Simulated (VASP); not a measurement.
# CoSn (P6/mmm) in VASP: further runs, part 2 of 2

VASP 6.6.1. The steps go on from the part before.

### 3 Single point, PBE

INCAR reads:

```
SYSTEM = CoSn
  ALGO = Fast
  EDIFF = 1E-7
  ENCUT = 520
  GGA = PE
  ISIF = 2
  ISMEAR = 0
  LASPH = .True.
  LCHARG = .False.
  LREAL = .False.
  LWAVE = .False.
  NBANDS = 44
  NELM = 80
  PREC = Accurate
  SIGMA = 0.1
```

KPOINTS reads:

```
k-points
0
Gamma
  9 9 8
  0 0 0
```

POSCAR reads:

```
CoSn
1.0
    5.2958497590      0.0000000000      0.0000000000
   -2.6479248795      4.5863404259      0.0000000000
    0.0000000000      0.0000000000      4.2304283846
Co Sn
3 3
Direct
    0.0000000000      0.5000000000      0.0000000000
    0.5000000000      0.5000000000      0.0000000000
    0.5000000000      0.0000000000      0.0000000000
    0.6666666667      0.3333333333      0.5000000000
    0.3333333333      0.6666666667      0.5000000000
    0.0000000000      0.0000000000      0.0000000000
```

Potentials or basis: VASP PAW PBE potentials, release 64 (Co, Sn_d).

The run is started by

```console
$ cat potpaw_PBE.64/Co/POTCAR potpaw_PBE.64/Sn_d/POTCAR > POTCAR
$ mpirun -np 1 vasp_std > vasp.out
```

OUTCAR:

```text
SYSTEM = CoSn
   EDIFF = 1E-7
   ENCUT = 520
   GGA = PE
   ISIF = 2
   ISMEAR = 0
   LASPH = .True.
   LREAL = .False.
   NELM = 80
   PREC = Accurate

 ion  position               nearest neighbor table
   1  0.000  0.500  0.000-   4 2.61   5 2.61   4 2.61   5 2.61   3 2.65   6 2.65   6 2.65   3 2.65
                             2 2.65   2 2.65
   2  0.500  0.500  0.000-   4 2.61   5 2.61   4 2.61   5 2.61   3 2.65   6 2.65   3 2.65   6 2.65
                             1 2.65   1 2.65
   3  0.500  0.000  0.000-   4 2.61   5 2.61   4 2.61   5 2.61   1 2.65   2 2.65   2 2.65   1 2.65
                             6 2.65   6 2.65
   4  0.667  0.333  0.500-   3 2.61   3 2.61   1 2.61   1 2.61   2 2.61   2 2.61   5 3.06   5 3.06
                             5 3.06   6 3.72   6 3.72   6 3.72   6 3.72   6 3.72   6 3.72
   5  0.333  0.667  0.500-   3 2.61   3 2.61   1 2.61   1 2.61   2 2.61   2 2.61   4 3.06   4 3.06
                             4 3.06   6 3.72   6 3.72   6 3.72   6 3.72   6 3.72   6 3.72
   6  0.000  0.000  0.000-   1 2.65   2 2.65   1 2.65   2 2.65   3 2.65   3 2.65   5 3.72   4 3.72
                             5 3.72   4 3.72   4 3.72   4 3.72   5 3.72   5 3.72   4 3.72   5 3.72

  LATTYP: Found a hexagonal cell.
 ALAT       =     5.2958497590
 C/A-ratio  =     0.7988195619

  Lattice vectors:

 A1 = (   5.2958497590,   0.0000000000,   0.0000000000)
 A2 = (  -2.6479248795,   4.5863404259,   0.0000000000)
 A3 = (   0.0000000000,   0.0000000000,   4.2304283846)

Analysis of symmetry for initial positions (statically):
=====================================================================
 Subroutine PRICEL returns:
 Original cell was already a primitive cell.

 Routine SETGRP: Setting up the symmetry group for a
 hexagonal supercell.

 Subroutine GETGRP returns: Found 24 space group operations
 (whereof 24 operations were pure point group operations)
 out of a pool of 24 trial point group operations.

The static configuration has the point symmetry D_6h.

Analysis of symmetry for dynamics (positions and initial velocities):
[... 144 lines left out ...]
   GGA     = PE    functional components
   LHFCALC =     F    Hartree Fock is set to
   AEXX    =    0.0000 exact exchange contribution
   IVDW    =     0    specifies the selected vdW correction
   LEPSILON=     F    determine dielectric tensor
   LRPA    =     F    only Hartree local field effects (RPA)
 non-spin polarized calculation
 RMM-DIIS sequential band-by-band and
 Gauss-broadening in eV      SIGMA  =   0.10
  energy-cutoff  :      520.00
  volume of cell :      102.75
 maximum number of plane-waves:      2790
 NGX is ok and might be reduce to    40
   NGX = 19   NGY = 19   NGZ = 15

 number of electron      69.0000014 magnetization

 Free energy of the ion-electron system (eV)
  ---------------------------------------------------
  ext. energy  EPLUGINS =         0.00000000
  ---------------------------------------------------
  free energy    TOTEN  =       -33.25994789 eV

  energy without entropy =      -33.24747385  energy(sigma->0) =      -33.25371087

 E-fermi :   9.7451     XC(G=0): -11.7055

 val. band max:        9.7314000239   @ k =   0.3333  -0.0000   0.1250
 cond. band min:       9.7459112688   @ k =   0.1111  -0.0000   0.5000
 fundamental gap:      0.0145112449
 Fermi energy:         9.7450780701

 k-point     1 :       0.0000    0.0000    0.0000
  band No.  band energies     occupation
      1     -11.7577      2.00000
      2     -11.6453      2.00000
      3     -11.6453      2.00000
      4     -11.6133      2.00000
      5     -11.6133      2.00000
      6     -11.5150      2.00000
[... 1117 lines left out ...]
     43      16.2573      0.00000
     44      16.3567      0.00000

 [... further k-points ...]

------------------------ aborting loop because EDIFF is reached ----------------------------------------

  FORCE on cell =-STRESS in cart. coord.  units (eV):
  Direction    XX          YY          ZZ          XY          YZ          ZX
  --------------------------------------------------------------------------------------
  -------------------------------------------------------------------------------------
  Total       -0.0185745     -0.0185745     -0.0864247     -0.0000000      0.0000000     -0.0000000
  in kB       -0.2896294     -0.2896294     -1.3476036     -0.0000000      0.0000000     -0.0000000
  external PRESSURE =      -0.6422874 kB  Pullay stress =       0.0000000 kB

 VOLUME and BASIS-vectors are now :
 -----------------------------------------------------------------------------
  energy-cutoff  :      520.00
  volume of cell :      102.75
      direct lattice vectors                 reciprocal lattice vectors
     5.295849759  0.000000000  0.000000000     0.188827109  0.109019382  0.000000000
    -2.647924880  4.586340426  0.000000000     0.000000000  0.218038764  0.000000000
     0.000000000  0.000000000  4.230428385     0.000000000  0.000000000  0.236382680

 POSITION                                       TOTAL-FORCE (eV/Angst)
 -----------------------------------------------------------------------------------
     -1.32396      2.29317      0.00000         0.000000      0.000000      0.000000
      1.32396      2.29317      0.00000         0.000000      0.000000      0.000000
      2.64792      0.00000      0.00000         0.000000      0.000000      0.000000
      2.64792      1.52878      2.11521         0.000000      0.000000      0.000000
     -0.00000      3.05756      2.11521        -0.000000     -0.000000      0.000000
      0.00000      0.00000      0.00000         0.000000      0.000000      0.000000
 -----------------------------------------------------------------------------------
    total drift:                               -0.000000      0.000000     -0.000000

  FREE ENERGIE OF THE ION-ELECTRON SYSTEM (eV)
  ---------------------------------------------------
  free  energy   TOTEN  =       -33.2599478919 eV

  energy  without entropy=      -33.2474738499  energy(sigma->0) =      -33.25371087
```

OSZICAR:

```text
N       E                     dE             d eps       ncg     rms          rms(c)
DAV:   1     0.691936331565E+03    0.69194E+03   -0.31207E+04  5352   0.248E+03
DAV:   2     0.727121071157E+02   -0.61922E+03   -0.60084E+03  5280   0.602E+02
DAV:   3    -0.302194897458E+02   -0.10293E+03   -0.99778E+02  5396   0.223E+02
DAV:   4    -0.356393834647E+02   -0.54199E+01   -0.53749E+01  5960   0.571E+01
DAV:   5    -0.358047850282E+02   -0.16540E+00   -0.16533E+00  7144   0.916E+00    0.144E+01
RMM:   6    -0.375402902330E+02   -0.17355E+01   -0.28436E+01  5648   0.358E+01    0.159E+01
RMM:   7    -0.335367801173E+02    0.40035E+01   -0.87298E+00  5658   0.219E+01    0.444E+00
RMM:   8    -0.332554856552E+02    0.28129E+00   -0.79212E-01  6027   0.484E+00    0.777E-01
RMM:   9    -0.332584717017E+02   -0.29860E-02   -0.14151E-01  7476   0.212E+00    0.275E-01
RMM:  10    -0.332595405404E+02   -0.10688E-02   -0.27462E-02  8187   0.893E-01    0.163E-01
RMM:  11    -0.332597653755E+02   -0.22484E-03   -0.49106E-03  8377   0.445E-01    0.939E-02
RMM:  12    -0.332599119020E+02   -0.14653E-03   -0.14314E-03  9152   0.187E-01    0.319E-02
RMM:  13    -0.332599426985E+02   -0.30796E-04   -0.26671E-04  9391   0.745E-02    0.155E-02
RMM:  14    -0.332599453311E+02   -0.26326E-05   -0.49978E-05  7754   0.414E-02    0.705E-03
RMM:  15    -0.332599474141E+02   -0.20830E-05   -0.21842E-05  9009   0.226E-02    0.348E-03
RMM:  16    -0.332599479200E+02   -0.50582E-06   -0.52951E-06  8015   0.939E-03    0.314E-03
RMM:  17    -0.332599479567E+02   -0.36742E-07   -0.10831E-06  5516   0.504E-03    0.987E-04
RMM:  18    -0.332599478919E+02    0.64819E-07   -0.51170E-07  4499   0.388E-03
   1 F= -.33259948E+02 E0= -.33253711E+02  d E =-.124740E-01
```

stdout:

```text
POSCAR found type information on POSCAR CoSn
 POSCAR found :  2 types and       6 ions
 scaLAPACK will be used
 LDA part: xc-table for (Slater+PW92), standard interpolation
 POSCAR, INCAR and KPOINTS ok, starting setup
 FFT: planning ... GRIDC
 FFT: planning ... GRID_SOFT
 FFT: planning ... GRID
 WAVECAR not read
 entering main loop
WARNING in EDDRMM: call to ZHEGV failed, returncode =   8  4     41
WARNING in EDDRMM: call to ZHEGV failed, returncode =   8  4     41
 num prob RMM:  17    -0.332599479567E+02   -0.36742E-07   -0.10831E-06  5516   0.504E-03    0.987E-04
 num prob  num prob  num prob  num prob  num prob  num prob  num prob  num prob  num prob  num prob  num prob  num prob RMM:  18    -0.332599478919E+02    0.64819E-07   -0.51170E-07  4499   0.388E-03
```

It took 3.3 min on 1 thread of Intel Xeon Platinum 8488C (Sapphire Rapids), shared host; peak memory 0.36 GiB.

Results:

| Property | Result |
| --- | --- |
| Free energy | -33.2599 eV |
| Pressure | -0.1 GPa |
| Band gap on the k mesh | zero (an odd number of electrons rules out a gap without spin polarisation) |

Caveat: spin-orbit coupling is left out, which moves the levels of the heavy elements; the run has no spin polarisation, though such a crystal can be magnetic. Spin polarisation is off, so any magnetic state and its effect on volume and gap are missing.
